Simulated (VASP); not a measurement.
# Ru (P6_3/mmc) in VASP: further runs

Runs on Ru. Level: PBEsol. Tasks: single point.

Program: VASP 6.6.1. These are calculated values, not measurements. Logs are shortened: lines on timing, memory, paths and dates and some standing lists are left out, and cuts for length are marked.

## (1) The cell of the first run

The structure is hexagonal, space group P6_3/mmc (No. 194). The conventional cell has a = 2.746 Å, b = 2.746 Å, c = 4.410 Å, α = 90.00°, β = 90.00°, γ = 120.00°. Ru (site symmetry -6m2) has 12 Ru at 2.72 to 2.75 Å within 3.6 Å.

## (2) Single point, PBEsol (strain +0.015 along x and y, +0.030 along z)

Contents of INCAR:

```
SYSTEM = Ru
PREC = Accurate
ENCUT = 520
EDIFF = 1E-6
ISMEAR = 0
SIGMA = 0.15
LREAL = .FALSE.
LASPH = .TRUE.
NELM = 80
ALGO = Fast
ISIF = 2
LWAVE = .FALSE.
LCHARG = .TRUE.
GGA = PS
LELF = .TRUE.
LVHAR = .TRUE.
NBANDS = 21
```

Contents of KPOINTS:

```
regular mesh
0
G
  24 24 12
  0 0 0
```

Contents of POSCAR:

```
Ru
1.0
    2.7463863242      0.0000000000      0.0000000000
   -1.3731931621      2.3784403254      0.0000000000
    0.0000000000      0.0000000000      4.4103570000
Ru
2
Direct
    0.3333333333      0.6666666667      0.2500000000
    0.6666666667      0.3333333333      0.7500000000
```

Potentials or basis: VASP PAW PBE potentials, release 64 (Ru_pv).

The run is started by

```
cat potpaw_PBE.64/Ru_pv/POTCAR > POTCAR
mpirun -np 1 vasp_std > vasp.out
```

OUTCAR:

```text
SYSTEM = Ru
   PREC = Accurate
   ENCUT = 520
   EDIFF = 1E-6
   ISMEAR = 0
   LREAL = .FALSE.
   LASPH = .TRUE.
   NELM = 80
   ISIF = 2
   GGA = PS

 ion  position               nearest neighbor table
   1  0.333  0.667  0.250-   2 2.72   2 2.72   2 2.72   2 2.72   2 2.72   2 2.72
   2  0.667  0.333  0.750-   1 2.72   1 2.72   1 2.72   1 2.72   1 2.72   1 2.72

  LATTYP: Found a hexagonal cell.
 ALAT       =     2.7463863242
 C/A-ratio  =     1.6058764061

  Lattice vectors:

 A1 = (   2.7463863242,   0.0000000000,   0.0000000000)
 A2 = (  -1.3731931621,   2.3784403254,   0.0000000000)
 A3 = (   0.0000000000,   0.0000000000,   4.4103570000)

Analysis of symmetry for initial positions (statically):
=====================================================================
 Subroutine PRICEL returns:
 Original cell was already a primitive cell.

 Routine SETGRP: Setting up the symmetry group for a
 hexagonal supercell.

 Subroutine GETGRP returns: Found 24 space group operations
 (whereof 12 operations were pure point group operations)
 out of a pool of 24 trial point group operations.

The static configuration has the point symmetry D_3d.
 The point group associated with its full space group is D_6h.

Analysis of symmetry for dynamics (positions and initial velocities):
=====================================================================
 Subroutine PRICEL returns:
 Original cell was already a primitive cell.

 Routine SETGRP: Setting up the symmetry group for a
 hexagonal supercell.

 Subroutine GETGRP returns: Found 24 space group operations
 (whereof 12 operations were pure point group operations)
 out of a pool of 24 trial point group operations.

The dynamic configuration has the point symmetry D_3d.
 The point group associated with its full space group is D_6h.

 Subroutine INISYM returns: Found 24 space group operations
 (whereof 12 operations are pure point group operations),
 and found     1 'primitive' translations

----------------------------------------------------------------------------------------

                                     Primitive cell

  volume of cell :      28.8090

  direct lattice vectors                    reciprocal lattice vectors
     2.746386324  0.000000000  0.000000000     0.364114834  0.210221797  0.000000000
    -1.373193162  2.378440325  0.000000000     0.000000000  0.420443595  0.000000000
     0.000000000  0.000000000  4.410357000     0.000000000  0.000000000  0.226739015

  length of vectors
     2.746386324  2.746386324  4.410357000     0.420443595  0.420443595  0.226739015

  position of ions in fractional coordinates (direct lattice)
     0.333333333  0.666666667  0.250000000
     0.666666667  0.333333333  0.750000000

  ion indices of the primitive-cell ions
   primitive index   ion index
                 1           1
                 2           2

----------------------------------------------------------------------------------------

 KPOINTS: regular mesh

Automatic generation of k-mesh.
 Grid dimensions read from file:
 generate k-points for:   24   24   12

 Generating k-lattice:

  Cartesian coordinates                     Fractional coordinates (reciprocal lattice)
     0.015171451  0.008759242  0.000000000     0.041666667  0.000000000  0.000000000
     0.000000000  0.017518483  0.000000000     0.000000000  0.041666667  0.000000000
     0.000000000  0.000000000  0.018894918     0.000000000  0.000000000  0.083333333

  Length of vectors
     0.017518483  0.017518483  0.018894918

  Shift w.r.t. Gamma in fractional coordinates (k-lattice)
     0.000000000  0.000000000  0.000000000

 Subroutine IBZKPT returns following result:
 ===========================================

 Found    427 irreducible k-points:

 Following reciprocal coordinates:
            Coordinates               Weight
  0.000000  0.000000  0.000000      1.000000
  0.041667  0.000000  0.000000      6.000000
  0.083333  0.000000  0.000000      6.000000
  0.125000  0.000000  0.000000      6.000000
  0.166667  0.000000  0.000000      6.000000
  0.208333  0.000000  0.000000      6.000000
[... 16 lines left out ...]
  0.416667  0.041667  0.000000     12.000000
  0.458333  0.041667  0.000000     12.000000
 [... further k-points ...]
   k-points           NKPTS =    427   k-points in BZ     NKDIM =    427   number of bands    NBANDS=     21
   number of dos      NEDOS =    301   number of ions     NIONS =      2
   total plane-waves  NPLWV =  14400
   dimension x,y,z NGX =    20 NGY =   20 NGZ =   36
   dimension x,y,z NGXF=    40 NGYF=   40 NGZF=   72
   ions per type =               2
   NGX,Y,Z   is equivalent  to a cutoff of  12.11, 12.11, 13.57 a.u.
   NGXF,Y,Z  is equivalent  to a cutoff of  24.21, 24.21, 27.14 a.u.
 SYSTEM =  Ru
   PREC   = accura    normal or accurate (medium, high low for compatibility)
   ISTART =      0    job   : 0-new  1-cont  2-samecut
   ICHARG =      2    charge: 1-file 2-atom 10-const
   ISPIN  =      1    spin polarized calculation?
   LNONCOLLINEAR =      F non collinear calculations
   LSORBIT =      F    spin-orbit coupling
   LASPH  =      T    aspherical Exc in radial PAW
   ENCUT  =  520.0 eV  38.22 Ry    6.18 a.u.   5.11  5.11  8.20*2*pi/ulx,y,z
   NELM   =     80;   NELMIN=  2; NELMDL= -5     # of ELM steps
   EDIFF  = 0.1E-05   stopping-criterion for ELM
   LREAL  =      F    real-space projection
   EDIFFG = 0.1E-04   stopping-criterion for IOM
   NSW    =      0    number of steps for IOM
   IBRION =     -1    ionic relax: 0-MD 1-quasi-New 2-CG
   NFREE  =      0    steps in history (QN), initial steepest desc. (CG)
   ISIF   =      2    stress and relaxation
   ISYM   =      2    0-nonsym 1-usesym 2-fastsym
   POTIM  = 0.5000    time-step for ionic-motion
   TEBEG  =    0.0;   TEEND  =   0.0 temperature during run
   PSTRESS=    0.0 pullay stress
   NELECT =      28.0000    total number of electrons
   NUPDOWN=      -1.0000    fix difference up-down
   EMIN   =  10.00;   EMAX   =-10.00  energy-range for DOS
   EFERMI =   0.00;   METHOD = LEGACY
   ISMEAR =     0;   SIGMA  =   0.15  broadening in eV -4-tet -1-fermi 0-gaus
   EFERMI_NEDOS =   21; number of points for ismear=-14 and -15
   IALGO  =     68    algorithm
   IMIX   =      4    mixing-type and parameters
     AMIX     =   0.40;   BMIX     =  1.00
     AMIX_MAG =   1.60;   BMIX_MAG =  1.00
  volume/ion in A,a.u.               =      14.40        97.21
  Fermi-wavevector in a.u.,A,eV,Ry     =   1.621629  3.064435 35.778998  2.629682
  Thomas-Fermi vector in A             =   2.715374
   LORBIT       =      0    0 simple, 1 ext, 2 COOP (PROOUT), +10 PAW based schemes
   GGA     = PS    functional components
   LHFCALC =     F    Hartree Fock is set to
   AEXX    =    0.0000 exact exchange contribution
   IVDW    =     0    specifies the selected vdW correction
   LEPSILON=     F    determine dielectric tensor
   LRPA    =     F    only Hartree local field effects (RPA)
 non-spin polarized calculation
 RMM-DIIS sequential band-by-band and
 Gauss-broadening in eV      SIGMA  =   0.15
  energy-cutoff  :      520.00
  volume of cell :       28.81
 maximum number of plane-waves:       788
   NGX = 11   NGY = 11   NGZ = 17

 number of electron      28.0000002 magnetization

 Free energy of the ion-electron system (eV)
  ---------------------------------------------------
  ext. energy  EPLUGINS =         0.00000000
  ---------------------------------------------------
  free energy    TOTEN  =       -20.17728923 eV

  energy without entropy =      -20.15567152  energy(sigma->0) =      -20.16648037

 E-fermi :  11.6567     XC(G=0): -13.9181

 val. band max:       11.6546728860   @ k =   0.2500   0.2500   0.0833
 cond. band min:      11.6604273673   @ k =   0.1250   0.0833   0.3333
 fundamental gap:      0.0057544813
 Fermi energy:        11.6566693181

 k-point     1 :       0.0000    0.0000    0.0000
  band No.  band energies     occupation
      1     -31.7248      2.00000
      2     -30.9561      2.00000
      3     -30.9561      2.00000
      4     -30.8248      2.00000
      5     -30.8248      2.00000
      6     -30.8107      2.00000
[... 13 lines left out ...]
     20      21.9986      0.00000
     21      22.0089      0.00000

 k-point     2 :       0.0417    0.0000    0.0000
  band No.  band energies     occupation
      1     -31.7199      2.00000
      2     -30.9671      2.00000
      3     -30.9598      2.00000
      4     -30.8362      2.00000
      5     -30.8264      2.00000
      6     -30.8128      2.00000
[... 13 lines left out ...]
     20      21.9986      0.00000
     21      22.0088      0.00000

 k-point     3 :       0.0833    0.0000    0.0000
  band No.  band energies     occupation
      1     -31.7054      2.00000
      2     -30.9992      2.00000
      3     -30.9703      2.00000
      4     -30.8696      2.00000
      5     -30.8313      2.00000
      6     -30.8191      2.00000
[... 13 lines left out ...]
     20      21.9986      0.00000
     21      22.0084      0.00000

 k-point     4 :       0.1250    0.0000    0.0000
  band No.  band energies     occupation
      1     -31.6818      2.00000
      2     -31.0502      2.00000
      3     -30.9867      2.00000
      4     -30.9221      2.00000
      5     -30.8392      2.00000
      6     -30.8295      2.00000
[... 13 lines left out ...]
     20      21.9985      0.00000
     21      22.0077      0.00000

 k-point     5 :       0.1667    0.0000    0.0000
  band No.  band energies     occupation
      1     -31.6500      2.00000
      2     -31.1168      2.00000
      3     -31.0077      2.00000
      4     -30.9896      2.00000
      5     -30.8498      2.00000
      6     -30.8443      2.00000
[... 13 lines left out ...]
     20      21.9985      0.00000
     21      22.0069      0.00000
[... 382 lines left out ...]
     20      21.9496      0.00000
     21      22.1449      0.00000

 k-point    22 :       0.3750    0.0417    0.0000
  band No.  band energies     occupation
      1     -31.5297      2.00000
      2     -31.3939      2.00000
      3     -31.3891      2.00000
      4     -31.1369      2.00000
      5     -30.9918      2.00000
      6     -30.9285      2.00000
[... 13 lines left out ...]
     20      21.7660      0.00000
     21      25.0142      0.00000

 k-point    23 :       0.4167    0.0417    0.0000
  band No.  band energies     occupation
      1     -31.5710      2.00000
      2     -31.4264      2.00000
      3     -31.3556      2.00000
      4     -31.1498      2.00000
      5     -31.0192      2.00000
      6     -30.9363      2.00000
[... 13 lines left out ...]
     20      22.4349      0.00000
     21      24.4728      0.00000

 k-point    24 :       0.4583    0.0417    0.0000
  band No.  band energies     occupation
      1     -31.5924      2.00000
      2     -31.4456      2.00000
      3     -31.3330      2.00000
      4     -31.1564      2.00000
      5     -31.0362      2.00000
      6     -30.9403      2.00000
[... 13 lines left out ...]
     20      22.8313      0.00000
     21      24.1782      0.00000

 [... further k-points ...]
[... 5 lines left out ...]
  --------------------------------------------------------------------------------------
  -------------------------------------------------------------------------------------
  Total       -3.5968673     -3.5968673     -5.0262144      0.0000000      0.0000000     -0.0000000
  in kB     -200.0356324   -200.0356325   -279.5271263      0.0000000      0.0000000     -0.0000000
  external PRESSURE =    -226.5327971 kB  Pullay stress =       0.0000000 kB

 VOLUME and BASIS-vectors are now :
 -----------------------------------------------------------------------------
  energy-cutoff  :      520.00
  volume of cell :       28.81
      direct lattice vectors                 reciprocal lattice vectors
     2.746386324  0.000000000  0.000000000     0.364114834  0.210221797  0.000000000
    -1.373193162  2.378440325  0.000000000     0.000000000  0.420443595  0.000000000
     0.000000000  0.000000000  4.410357000     0.000000000  0.000000000  0.226739015

 POSITION                                       TOTAL-FORCE (eV/Angst)
 -----------------------------------------------------------------------------------
     -0.00000      1.58563      1.10259         0.000000     -0.000000      0.000000
      1.37319      0.79281      3.30777        -0.000000      0.000000      0.000000
 -----------------------------------------------------------------------------------
    total drift:                                0.000000     -0.000000      0.000000

  FREE ENERGIE OF THE ION-ELECTRON SYSTEM (eV)
  ---------------------------------------------------
  free  energy   TOTEN  =       -20.1772892264 eV

  energy  without entropy=      -20.1556715178  energy(sigma->0) =      -20.16648037
```

Wall time 3.7 min (1 thread of Intel Xeon Platinum 8488C (Sapphire Rapids), shared host); peak memory 0.3 GiB.

What came out:

```yaml
Free_energy: -20.1773 eV
Pressure: -22.7 GPa
Band_gap_on_the_k_mesh: zero (band 14 reaches 13.16 eV, above the bottom of band 15 at 10.20 eV)
```

Levels at points of the mesh, in eV from the Fermi level:
```tsv
k point	band 12	band 13	band 14	band 15	band 16	band 17
(0.00, 0.00, 0.00)	-1.79	-1.79	-1.18	-1.18	1.02	1.08
(0.50, 0.00, 0.00)	-1.68	-1.50	1.37	1.68	1.72	3.77
(0.00, 0.00, 0.50)	-2.50	-2.50	-2.50	0.48	0.48	0.48
(0.50, 0.00, 0.50)	-0.93	0.39	0.39	1.58	1.58	3.15
```

Caveat: the cell differs from its parent crystal (strain +0.015 along x and y, +0.030 along z); the PAW data sets were made with another functional, which shifts forces and pressure a little.

[end of part 1 of 2]
